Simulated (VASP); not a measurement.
The system is TiPt3.

```
Pt Ti
1.0
     3.81745    0.00000    0.00000
     0.00000    3.81745    0.00000
     0.00000    0.00000    3.81745
Pt Ti
3 1
Direct
  0.50000 0.50000 0.00000
  0.50000 0.00000 0.50000
  0.00000 0.50000 0.50000
  0.00000 0.00000 0.00000
```

Base run:

| Quantity | Value |
| --- | --- |
| Program | VASP 6.6.1 |
| Functional | PBE |
| Potentials or basis | VASP PAW PBE potentials, release 64 (Pt, Ti_sv) |
| Cutoff | 520 eV |
| k mesh | 7 × 7 × 7 |
| Occupations | fermi-dirac, width 0.05 eV |
| Spin | no spin polarisation |

Its results: band gap on the k mesh zero (bands 21 and 22 overlap by 1.70 eV); pressure 30.1 GPa.

**Question.** The run is repeated on the same cell with these changes: functional from PBE to LDA; potentials or basis from VASP PAW PBE potentials, release 64 (Pt, Ti_sv) to VASP PAW LDA potentials, release 64 (Pt, Ti_sv). What comes out?

**Answer.** Band gap on the k mesh zero (bands 21 and 22 overlap by 1.69 eV); pressure 14.6 GPa.

Caveats: the cell stands under pressure; spin-orbit coupling is left out, which moves the levels of the heavy elements.
